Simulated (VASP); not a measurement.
The system is Zn2SiN.

```
Zn Si N
1.0
     3.78812    0.00000    0.00000
     0.00000    3.78812    0.00000
     0.00000    0.00000    3.58094
Zn Si N
2 1 1
Direct
  0.00000 0.50000 0.50000
  0.50000 0.00000 0.50000
  0.50000 0.50000 0.00000
  0.00000 0.00000 0.00000
```

The cell was generated, and may not be a known phase.

- Program: VASP 6.6.1
- Task: relaxation of cell and atoms
- Functional: PBE
- Potentials or basis: VASP PAW PBE potentials, release 64 (Zn, Si, N)
- Cutoff: 600 eV
- k mesh: 12 × 12 × 14
- Occupations: gaussian, width 0.1 eV
- Spin: no spin polarisation

At the start: pressure 2.9 GPa; volume 12.85 Å³/atom.

Problem. How do energy, volume and symmetry change on relaxing?

Solution. Over 7 steps the energy falls by 3.3 meV/atom and the volume is 13.20 Å³/atom (+2.8 %); space group P4/mmm (No. 123, to 0.1 Å) before and after.

The path:
| step | energy change (eV) | largest force (eV/Å) | pressure (GPa) | volume (Å³) |
| --- | --- | --- | --- | --- |
| 1 | 0.0000 | 0.0000 | 2.95 | 51.39 |
| 2 | -0.0118 | 0.0000 | -0.72 | 53.16 |
| 3 | -0.0126 | 0.0000 | -0.01 | 52.79 |
| 4 | -0.0126 | 0.0000 | -0.10 | 52.82 |
| 5 | -0.0128 | 0.0000 | -0.07 | 52.81 |
| 6 | -0.0131 | 0.0000 | -0.08 | 52.81 |
| 7 | -0.0132 | 0.0000 | -0.08 | 52.80 |

Final structure:
```
Zn Si N
1.0
     3.79986    0.00000    0.00000
     0.00000    3.79986    0.00000
     0.00000    0.00000    3.65697
Zn Si N
2 1 1
Direct
  0.00000 0.50000 0.50000
  0.50000 0.00000 0.50000
  0.50000 0.50000 0.00000
  0.00000 0.00000 0.00000
```
